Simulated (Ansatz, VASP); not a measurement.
**One calculation of Al, two programs**

```
Al
1.0
     0.00000    1.89401    1.89401
     1.89401    0.00000    1.89401
     1.89401    1.89401    0.00000
Al
1
Cartesian
  0.0000 0.0000 0.0000
```

Change from the starting cell: volume scaled by 0.84, LAPW.

Alike in both runs: task single point; functional PBEsol; k mesh 16 × 16 × 16; occupations fermi-dirac, width 0.1 eV; no spin polarisation.

|  | VASP | Ansatz |
| --- | --- | --- |
| version | VASP 6.6.1 | Ansatz 0.2.0 |
| potentials or method | VASP PAW PBE potentials, release 64 (Al), cutoff 520 eV | all-electron LAPW, scalar-relativistic |

```csv
,VASP,Ansatz,Ansatz less VASP
pressure (GPa),21.4,21.2,-0.27
```

VASP's potentials were made for PBE, not for PBEsol. Ansatz ran all-electron here, and VASP with PAW potentials.
